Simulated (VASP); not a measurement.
# Ti (P6/mmm) in VASP: further runs, part 2 of 2

VASP 6.6.1. The steps go on from the part before.

## Step 3: Electric field gradients, r2SCAN

POSCAR

```
Ti
1.0
    4.5673748306      0.0000000000      0.0000000000
   -2.2836874153      3.9554626319      0.0000000000
    0.0000000000      0.0000000000      2.8262442700
Ti
3
Direct
    0.0000000000      0.0000000000      0.0000000000
    0.3333333333      0.6666666667      0.5000000000
    0.6666666667      0.3333333333      0.5000000000
```

INCAR.step1

```
SYSTEM = Ti
  PREC = Accurate
  ENCUT = 520
  ISMEAR = -1
  SIGMA = 0.08
  LREAL = .False.
  LASPH = .True.
  NELM = 100
  NBANDS = 25
  GGA = PE
  ALGO = Normal
  EDIFF = 1E-4
  LWAVE = .True.
  LCHARG = .False.
```

INCAR.step2

```
SYSTEM = Ti
  PREC = Accurate
  ENCUT = 520
  EDIFF = 1E-8
  ISMEAR = -1
  SIGMA = 0.08
  LREAL = .False.
  LASPH = .True.
  NELM = 100
  ALGO = Normal
  ISIF = 2
  LWAVE = .False.
  LCHARG = .False.
  METAGGA = R2SCAN
  LMIXTAU = .True.
  LEFG = .True.
  NBANDS = 25
  ISTART = 1
```

KPOINTS

```
Automatic mesh
0
Gamma
  8 8 12
  0 0 0
```

Potentials or basis: VASP PAW PBE potentials, release 64 (Ti_sv).

The run is started by

```
> cat potpaw_PBE.64/Ti_sv/POTCAR > POTCAR
> cp INCAR.step1 INCAR
> mpirun -np 1 vasp_std > vasp.out
> cp INCAR.step2 INCAR
> mpirun -np 1 vasp_std > vasp.out
```

OUTCAR:

```text
SYSTEM = Ti
   PREC = Accurate
   ENCUT = 520
   EDIFF = 1E-8
   ISMEAR = -1
   LREAL = .False.
   LASPH = .True.
   NELM = 100
   ISIF = 2
   METAGGA = R2SCAN
   ISTART = 1

 ion  position               nearest neighbor table
   1  0.000  0.000  0.000-
   2  0.333  0.667  0.500-   3 2.64   3 2.64   3 2.64
   3  0.667  0.333  0.500-   2 2.64   2 2.64   2 2.64

  LATTYP: Found a hexagonal cell.
 ALAT       =     4.5673748306
 C/A-ratio  =     0.6187896494

  Lattice vectors:

 A1 = (   4.5673748306,   0.0000000000,   0.0000000000)
 A2 = (  -2.2836874153,   3.9554626319,   0.0000000000)
 A3 = (   0.0000000000,   0.0000000000,   2.8262442700)

Analysis of symmetry for initial positions (statically):
=====================================================================
 Subroutine PRICEL returns:
 Original cell was already a primitive cell.

 Routine SETGRP: Setting up the symmetry group for a
 hexagonal supercell.

 Subroutine GETGRP returns: Found 24 space group operations
 (whereof 24 operations were pure point group operations)
 out of a pool of 24 trial point group operations.

The static configuration has the point symmetry D_6h.

Analysis of symmetry for dynamics (positions and initial velocities):
=====================================================================
 Subroutine PRICEL returns:
 Original cell was already a primitive cell.

 Routine SETGRP: Setting up the symmetry group for a
 hexagonal supercell.

 Subroutine GETGRP returns: Found 24 space group operations
 (whereof 24 operations were pure point group operations)
 out of a pool of 24 trial point group operations.
[... 155 lines left out ...]
 fundamental gap:      0.0070073692
 Fermi energy:         8.4955347934

 k-point     1 :       0.0000    0.0000    0.0000
  band No.  band energies     occupation
      1     -50.7376      2.00000
      2     -50.4979      2.00000
      3     -50.3307      2.00000
      4     -26.0048      2.00000
      5     -26.0048      2.00000
      6     -25.9449      2.00000
[... 661 lines left out ...]
     24      10.8249      0.00000
     25      11.1705      0.00000

 [... further k-points ...]
[... 5 lines left out ...]
  --------------------------------------------------------------------------------------
  -------------------------------------------------------------------------------------
  Total        0.1436984      0.1436984      0.1008439      0.0000000      0.0000000     -0.0000000
  in kB        4.5090889      4.5090889      3.1643660      0.0000000      0.0000000     -0.0000000
  external PRESSURE =       4.0608479 kB  Pullay stress =       0.0000000 kB

 VOLUME and BASIS-vectors are now :
 -----------------------------------------------------------------------------
  energy-cutoff  :      520.00
  volume of cell :       51.06
      direct lattice vectors                 reciprocal lattice vectors
     4.567374831  0.000000000  0.000000000     0.218944150  0.126407464  0.000000000
    -2.283687415  3.955462632  0.000000000     0.000000000  0.252814928  0.000000000
     0.000000000  0.000000000  2.826244270     0.000000000  0.000000000  0.353826458

 POSITION                                       TOTAL-FORCE (eV/Angst)
 -----------------------------------------------------------------------------------
      0.00000      0.00000      0.00000        -0.000000      0.000000      0.000000
     -0.00000      2.63698      1.41312        -0.000000      0.000000     -0.000000
      2.28369      1.31849      1.41312         0.000000     -0.000000      0.000000
 -----------------------------------------------------------------------------------
    total drift:                                0.000000      0.000000     -0.000000

  FREE ENERGIE OF THE ION-ELECTRON SYSTEM (eV)
  ---------------------------------------------------
  free  energy   TOTEN  =       -38.9239204925 eV

  energy  without entropy=      -38.8711444824  energy(sigma->0) =      -38.89753249

 Electric field gradients (V/A^2)
---------------------------------------------------------------------
 ion       V_xx      V_yy      V_zz      V_xy      V_xz      V_yz
---------------------------------------------------------------------
   1       5.252     5.250   -10.501    -0.002    -0.000    -0.000
   2       7.065     7.063   -14.129    -0.002     0.000    -0.000
   3       7.065     7.063   -14.129    -0.002     0.000    -0.000
---------------------------------------------------------------------

 Electric field gradients after diagonalization (V/A^2)
 (convention: |V_zz| > |V_xx| > |V_yy|)
----------------------------------------------------------------------
 ion       V_xx      V_yy      V_zz     asymmetry (V_yy - V_xx)/ V_zz
----------------------------------------------------------------------
   1       5.252     5.249   -10.501       0.000
   2       7.067     7.062   -14.129       0.000
   3       7.067     7.062   -14.129       0.000
----------------------------------------------------------------------

           NMR quadrupolar parameters

 Cq : quadrupolar parameter    Cq=e*Q*V_zz/h
 eta: asymmetry parameters     (V_yy - V_xx)/ V_zz
 Q  : nuclear electric quadrupole moment in mb (millibarn)
----------------------------------------------------------------------
 ion       Cq(MHz)       eta       Q (mb)
----------------------------------------------------------------------
   1      -0.025       0.000       1.000
   2      -0.034       0.000       1.000
   3      -0.034       0.000       1.000
----------------------------------------------------------------------
```

OUTCAR.step1:

```text
SYSTEM = Ti
   PREC = Accurate
   ENCUT = 520
   ISMEAR = -1
   LREAL = .False.
   LASPH = .True.
   NELM = 100
[... 896 lines left out ...]
      0.00000      0.00000      0.00000        -0.000000      0.000000     -0.000000
     -0.00000      2.63698      1.41312        -0.000000     -0.000000      0.000000
      2.28369      1.31849      1.41312         0.000000      0.000000     -0.000000
 -----------------------------------------------------------------------------------
    total drift:                                0.000000      0.000000     -0.000000

  FREE ENERGIE OF THE ION-ELECTRON SYSTEM (eV)
  ---------------------------------------------------
  free  energy   TOTEN  =       -23.5519816634 eV

  energy  without entropy=      -23.4883014789  energy(sigma->0) =      -23.52014157
```

It took 10 min on 1 thread of Intel Xeon Platinum 8259CL at 2.50GHz (Skylake/Cascade Lake), shared host; peak memory 0.23 GiB.

Results:

```
Free energy            : -38.9239 eV
Pressure               : 0.4 GPa
Band gap on the k mesh : zero (band 18 reaches 8.66 eV, above the bottom of band 19 at 8.43 eV)
```

Levels at points of the mesh, in eV from the Fermi level:
```
           k point  band 14  band 15  band 16  band 17  band 18  band 19  band 20  band 21  band 22  band 23
(0.00, 0.00, 0.00)    -2.03    -0.79    -0.79    -0.76    -0.76     0.03     0.84     1.45     1.45     1.97
(0.50, 0.00, 0.00)    -3.86    -2.76    -0.41    -0.34    -0.33     0.10     0.65     0.95     1.16     2.07
(0.00, 0.00, 0.50)    -2.19    -2.19    -1.98    -1.77    -1.77     1.15     1.15     1.40     1.40     3.21
(0.50, 0.00, 0.50)    -2.24    -1.81    -1.27    -0.85    -0.75     0.47     0.92     0.93     1.17     2.40
```

Electric field gradients, principal values (V/Å²):
```csv
atom,least,middle,greatest (by size)
1 Ti,5.249,5.252,-10.501
2 Ti,7.062,7.067,-14.129
3 Ti,7.062,7.067,-14.129
```

Caveat: without QUAD_EFG the Cq values of the log hold for a quadrupole moment of 1 mb, not for the nuclei; the PAW data sets were made with another functional, which shifts forces and pressure a little.
